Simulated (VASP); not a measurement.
# HfH2 (I4/mmm) in VASP: notebook, part 2 of 2

VASP 6.6.1. The steps go on from the part before.

**5. Electric field gradients, LDA (8.70 Å³/atom)**

This run uses another cell than the first one, of 8.70 Å³/atom.

INCAR reads:

```
SYSTEM = HfH2
PREC = Accurate
ENCUT = 520
EDIFF = 1E-8
ISMEAR = -1
SIGMA = 0.03
LREAL = .FALSE.
LASPH = .TRUE.
NELM = 80
ALGO = Normal
ISIF = 2
LWAVE = .FALSE.
LCHARG = .FALSE.
LEFG = .TRUE.
NBANDS = 13
```

KPOINTS reads:

```
regular mesh
0
G
  12 12 12
  0 0 0
```

POSCAR reads:

```
HfH2
1.0
   -1.7331839030      1.7331839030      2.1732073034
    1.7331839030     -1.7331839030      2.1732073034
    1.7331839030      1.7331839030     -2.1732073034
Hf H
1 2
Direct
    0.0000000000      0.0000000000      0.0000000000
    0.7500000000      0.2500000000      0.5000000000
    0.2500000000      0.7500000000      0.5000000000
```

Potentials or basis: VASP PAW LDA potentials, release 64 (Hf_pv, H).

Run with:

```console
cat potpaw_LDA.64/Hf_pv/POTCAR potpaw_LDA.64/H/POTCAR > POTCAR
mpirun -np 1 vasp_std > vasp.out
```

OUTCAR:

```text
SYSTEM = HfH2
   PREC = Accurate
   ENCUT = 520
   EDIFF = 1E-8
   ISMEAR = -1
   LREAL = .FALSE.
   LASPH = .TRUE.
   NELM = 80
   ISIF = 2

 ion  position               nearest neighbor table
   1  0.000  0.000  0.000-   2 2.05   3 2.05   2 2.05   3 2.05   2 2.05   3 2.05   2 2.05   3 2.05

   2  0.750  0.250  0.500-   1 2.05   1 2.05   1 2.05   1 2.05
   3  0.250  0.750  0.500-   1 2.05   1 2.05   1 2.05   1 2.05

  LATTYP: Found a body centered tetragonal cell.
 ALAT       =     3.4663678060
 C/A-ratio  =     1.2538815412

[... 604 lines left out ...]

  energy  without entropy=      -19.4665048097  energy(sigma->0) =      -19.46745410

 Electric field gradients (V/A^2)
---------------------------------------------------------------------
 ion       V_xx      V_yy      V_zz      V_xy      V_xz      V_yz
---------------------------------------------------------------------
   1      13.293    13.293   -26.587     0.001     0.000     0.000
   2       0.060     0.060    -0.120     0.002     0.001     0.001
   3       0.060     0.060    -0.120     0.002     0.001     0.001
---------------------------------------------------------------------

 Electric field gradients after diagonalization (V/A^2)
 (convention: |V_zz| > |V_xx| > |V_yy|)
----------------------------------------------------------------------
 ion       V_xx      V_yy      V_zz     asymmetry (V_yy - V_xx)/ V_zz
----------------------------------------------------------------------
   1      13.294    13.293   -26.587       0.000
   2       0.062     0.059    -0.120       0.026
   3       0.062     0.059    -0.120       0.026
----------------------------------------------------------------------

           NMR quadrupolar parameters

 Cq : quadrupolar parameter    Cq=e*Q*V_zz/h
 eta: asymmetry parameters     (V_yy - V_xx)/ V_zz
 Q  : nuclear electric quadrupole moment in mb (millibarn)
----------------------------------------------------------------------
 ion       Cq(MHz)       eta       Q (mb)
----------------------------------------------------------------------
   1      -0.064       0.000       1.000
   2      -0.000       0.026       1.000
   3      -0.000       0.026       1.000
----------------------------------------------------------------------
```

Wall time 14 s (1 thread of Intel Xeon 6975P-C (Granite Rapids), shared host); peak memory 0.17 GiB.

Results:

```yaml
Free_energy: -19.4684 eV
Pressure: -7.2 GPa
Band_gap_on_the_k_mesh: zero (bands 6 and 7 overlap by 1.08 eV)
Largest_electric_field_gradient_by_atom: Hf -26.6; H -0.1 V/Å²
```

Electric field gradients, principal values (V/Å²):
```
atom   least  middle  greatest (by size)
1 Hf  13.293  13.294             -26.587
 2 H   0.059   0.062              -0.120
 3 H   0.059   0.062              -0.120
```

Caveat: the cell stands under tension; without QUAD_EFG the Cq values of the log hold for a quadrupole moment of 1 mb, not for the nuclei; spin-orbit coupling is left out, which moves the levels of the heavy elements.

**6. Electric field gradients, LDA (equal xx and yy strain of -2 %)**

INCAR reads:

```
  PREC = Accurate
  ENCUT = 520
  EDIFF = 1E-8
  ISMEAR = -1
  SIGMA = 0.03
  LREAL = False
  LASPH = True
  NELM = 100
  ALGO = Normal
  ISIF = 2
  LWAVE = False
  LCHARG = False
  LEFG = True
  NBANDS = 13
```

KPOINTS reads:

```
Automatic mesh
0
Gamma
  12 12 12
```

POSCAR reads:

```
HfH2
1.0
   -1.7042200000      1.7042200000      2.1805000000
    1.7042200000     -1.7042200000      2.1805000000
    1.7042200000      1.7042200000     -2.1805000000
Hf H
1 2
Direct
    0.0000000000      0.0000000000      0.0000000000
    0.7500000000      0.2500000000      0.5000000000
    0.2500000000      0.7500000000      0.5000000000
```

Potentials or basis: VASP PAW LDA potentials, release 64 (Hf_pv, H).

Run with:

```console
cat potpaw_LDA.64/Hf_pv/POTCAR potpaw_LDA.64/H/POTCAR > POTCAR
mpirun -np 1 vasp_std > vasp.out
```

OUTCAR:

```text
PREC = Accurate
   ENCUT = 520
   EDIFF = 1E-8
   ISMEAR = -1
   LREAL = False
   LASPH = True
   NELM = 100
   ISIF = 2

 ion  position               nearest neighbor table
   1  0.000  0.000  0.000-   2 2.02   3 2.02   2 2.02   3 2.02   2 2.02   3 2.02   2 2.02   3 2.02

   2  0.750  0.250  0.500-   1 2.02   1 2.02   1 2.02   1 2.02
   3  0.250  0.750  0.500-   1 2.02   1 2.02   1 2.02   1 2.02

  LATTYP: Found a body centered tetragonal cell.
 ALAT       =     3.4084400000
 C/A-ratio  =     1.2794709603

  Lattice vectors:

 A1 = (  -1.7042200000,   1.7042200000,   2.1805000000)
 A2 = (   1.7042200000,  -1.7042200000,   2.1805000000)
 A3 = (   1.7042200000,   1.7042200000,  -2.1805000000)

Analysis of symmetry for initial positions (statically):
=====================================================================
 Subroutine PRICEL returns:
 Original cell was already a primitive cell.

 Routine SETGRP: Setting up the symmetry group for a
 body centered tetragonal supercell.

 Subroutine GETGRP returns: Found 16 space group operations
 (whereof 16 operations were pure point group operations)
 out of a pool of 16 trial point group operations.

The static configuration has the point symmetry D_4h.

Analysis of symmetry for dynamics (positions and initial velocities):
=====================================================================
 Subroutine PRICEL returns:
 Original cell was already a primitive cell.

 Routine SETGRP: Setting up the symmetry group for a
 body centered tetragonal supercell.

 Subroutine GETGRP returns: Found 16 space group operations
 (whereof 16 operations were pure point group operations)
 out of a pool of 16 trial point group operations.

The dynamic configuration has the point symmetry D_4h.

 Subroutine INISYM returns: Found 16 space group operations
 (whereof 16 operations are pure point group operations),
 and found     1 'primitive' translations

----------------------------------------------------------------------------------------

                                     Primitive cell

  volume of cell :      25.3319

  direct lattice vectors                    reciprocal lattice vectors
    -1.704220000  1.704220000  2.180500000     0.000000000  0.293389351  0.229305205
     1.704220000 -1.704220000  2.180500000     0.293389351  0.000000000  0.229305205
     1.704220000  1.704220000 -2.180500000     0.293389351  0.293389351  0.000000000

  length of vectors
     3.250124900  3.250124900  3.250124900     0.372368351  0.372368351  0.414915199

  position of ions in fractional coordinates (direct lattice)
     0.000000000  0.000000000  0.000000000
     0.750000000  0.250000000  0.500000000
     0.250000000  0.750000000  0.500000000

  ion indices of the primitive-cell ions
   primitive index   ion index
                 1           1
                 2           2
                 3           3

----------------------------------------------------------------------------------------

 KPOINTS: Automatic mesh
[... 90 lines left out ...]
  Fermi-wavevector in a.u.,A,eV,Ry     =   1.276182  2.411635 22.159016  1.628642
  Thomas-Fermi vector in A             =   2.408853
   LORBIT       =      0    0 simple, 1 ext, 2 COOP (PROOUT), +10 PAW based schemes
   GGA     = CA    functional components
   LHFCALC =     F    Hartree Fock is set to
   AEXX    =    0.0000 exact exchange contribution
   IVDW    =     0    specifies the selected vdW correction
   LEPSILON=     F    determine dielectric tensor
   LRPA    =     F    only Hartree local field effects (RPA)
 non-spin polarized calculation
  energy-cutoff  :      520.00
  volume of cell :       25.33
 maximum number of plane-waves:       708
   NGX = 13   NGY = 13   NGZ = 13

 number of electron      12.0000002 magnetization

 Free energy of the ion-electron system (eV)
  ---------------------------------------------------
  ext. energy  EPLUGINS =         0.00000000
  ---------------------------------------------------
  free energy    TOTEN  =       -19.48721295 eV

  energy without entropy =      -19.48518967  energy(sigma->0) =      -19.48620131

 E-fermi :   5.4686     XC(G=0): -11.7860

 val. band max:        5.4650483873   @ k =  -0.0833  -0.1667   0.0833
 cond. band min:       5.4913008208   @ k =  -0.0833   0.1667   0.0833
 fundamental gap:      0.0262524335
 Fermi energy:         5.4685837455

 k-point     1 :       0.0000    0.0000    0.0000
  band No.  band energies     occupation
      1     -25.1722      2.00000
      2     -25.1722      2.00000
      3     -25.1118      2.00000
      4      -5.8884      2.00000
      5       4.2916      2.00000
      6       4.9809      2.00000
      7       4.9809      2.00000
      8       5.6532      0.00424
      9       7.5453      0.00000
     10       8.7711      0.00000
     11      17.1528      0.00000
     12      17.2336      0.00000
     13      17.7545      0.00000
[... 354 lines left out ...]
  band No.  band energies     occupation
      1     -25.6848      2.00000
      2     -25.3267      2.00000
      3     -25.2324      2.00000
      4      -2.7886      2.00000
      5      -0.0980      2.00000
      6       4.1262      2.00000
      7       6.4050      0.00000
      8       8.5606      0.00000
      9       9.7536      0.00000
     10      12.3124      0.00000
     11      13.3202      0.00000
     12      15.4283      0.00000
     13      17.1966      0.00000

 [... further k-points ...]

------------------------ aborting loop because EDIFF is reached ----------------------------------------

  FORCE on cell =-STRESS in cart. coord.  units (eV):
  Direction    XX          YY          ZZ          XY          YZ          ZX
  --------------------------------------------------------------------------------------
  -------------------------------------------------------------------------------------
  Total       -0.2634912     -0.2634912     -0.6532830      0.0000000      0.0000000     -0.0000000
  in kB      -16.6651534    -16.6651534    -41.3185000      0.0000000      0.0000000     -0.0000000
  external PRESSURE =     -24.8829356 kB  Pullay stress =       0.0000000 kB

 VOLUME and BASIS-vectors are now :
 -----------------------------------------------------------------------------
  energy-cutoff  :      520.00
  volume of cell :       25.33
      direct lattice vectors                 reciprocal lattice vectors
    -1.704220000  1.704220000  2.180500000     0.000000000  0.293389351  0.229305205
     1.704220000 -1.704220000  2.180500000     0.293389351  0.000000000  0.229305205
     1.704220000  1.704220000 -2.180500000     0.293389351  0.293389351  0.000000000

 POSITION                                       TOTAL-FORCE (eV/Angst)
 -----------------------------------------------------------------------------------
      0.00000      0.00000      0.00000         0.000000      0.000000      0.000000
      0.00000      1.70422      1.09025        -0.000000     -0.000000     -0.000000
      1.70422      0.00000      1.09025         0.000000      0.000000     -0.000000
 -----------------------------------------------------------------------------------
    total drift:                                0.000000      0.000000      0.000000

  FREE ENERGIE OF THE ION-ELECTRON SYSTEM (eV)
  ---------------------------------------------------
  free  energy   TOTEN  =       -19.4872129507 eV

  energy  without entropy=      -19.4851896686  energy(sigma->0) =      -19.48620131

 Electric field gradients (V/A^2)
---------------------------------------------------------------------
 ion       V_xx      V_yy      V_zz      V_xy      V_xz      V_yz
---------------------------------------------------------------------
   1      12.066    12.066   -24.131     0.001     0.000     0.000
   2       0.032     0.032    -0.064     0.001     0.001     0.001
   3       0.032     0.032    -0.064     0.001     0.001     0.001
---------------------------------------------------------------------

 Electric field gradients after diagonalization (V/A^2)
 (convention: |V_zz| > |V_xx| > |V_yy|)
----------------------------------------------------------------------
 ion       V_xx      V_yy      V_zz     asymmetry (V_yy - V_xx)/ V_zz
----------------------------------------------------------------------
   1      12.066    12.065   -24.131       0.000
   2       0.034     0.031    -0.064       0.044
   3       0.034     0.031    -0.064       0.044
----------------------------------------------------------------------

           NMR quadrupolar parameters

 Cq : quadrupolar parameter    Cq=e*Q*V_zz/h
 eta: asymmetry parameters     (V_yy - V_xx)/ V_zz
 Q  : nuclear electric quadrupole moment in mb (millibarn)
----------------------------------------------------------------------
 ion       Cq(MHz)       eta       Q (mb)
----------------------------------------------------------------------
   1      -0.058       0.000       1.000
   2      -0.000       0.044       1.000
   3      -0.000       0.044       1.000
----------------------------------------------------------------------
```

stdout:

```text
POSCAR found type information on POSCAR HfH
 POSCAR found :  2 types and       3 ions
 scaLAPACK will be used
 LDA part: xc-table for (Slater(with rela. corr.)+CA(PZ))
 , standard interpolation
 POSCAR, INCAR and KPOINTS ok, starting setup
 FFT: planning ... GRIDC
 FFT: planning ... GRID_SOFT
 FFT: planning ... GRID
 WAVECAR not read
 entering main loop
ion   1

ion   2

ion   3
```

Wall time 21 s (1 thread of Intel Xeon Platinum 8559C (Emerald Rapids), shared host); peak memory 0.17 GiB.

Results:

- Free energy: -19.4872 eV
- Pressure: -2.5 GPa
- Band gap on the k mesh: zero (bands 6 and 7 overlap by 0.91 eV)
- Largest electric field gradient by atom: Hf -24.1; H -0.1 V/Å²

Electric field gradients, principal values (V/Å²):
```
atom   least  middle  greatest (by size)
1 Hf  12.065  12.066             -24.131
 2 H   0.031   0.034              -0.064
 3 H   0.031   0.034              -0.064
```

Caveat: the cell differs from its parent crystal (equal xx and yy strain of -2 %); without QUAD_EFG the Cq values of the log hold for a quadrupole moment of 1 mb, not for the nuclei; spin-orbit coupling is left out, which moves the levels of the heavy elements.

**7. The runs side by side**

```tsv
cell	gap on the mesh (eV)	pressure (GPa)
a = 3.242 Å, angles 116.1, 116.1, 96.9°, 3 atoms	none	-2.7
a = 3.258 Å, angles 115.5, 115.5, 98.0°, 3 atoms	none	-6.0
a = 3.276 Å, angles 116.1, 116.1, 96.9°, 3 atoms	none	-7.2
a = 3.250 Å, angles 116.8, 116.8, 95.7°, 3 atoms	none	-2.5
```

Alike in all rows: task electric field gradients; level LDA; potentials or basis VASP PAW LDA potentials, release 64 (Hf_pv, H); no spin polarisation; k mesh 12 × 12 × 12; cutoff (eV) 520; smearing fermi-dirac 0.03 eV.

Caveats: spin-orbit coupling is left out, which moves the levels of the heavy elements; the cell stands under tension (at least some runs).

Absolute energies hang on the potentials; compare differences alone.
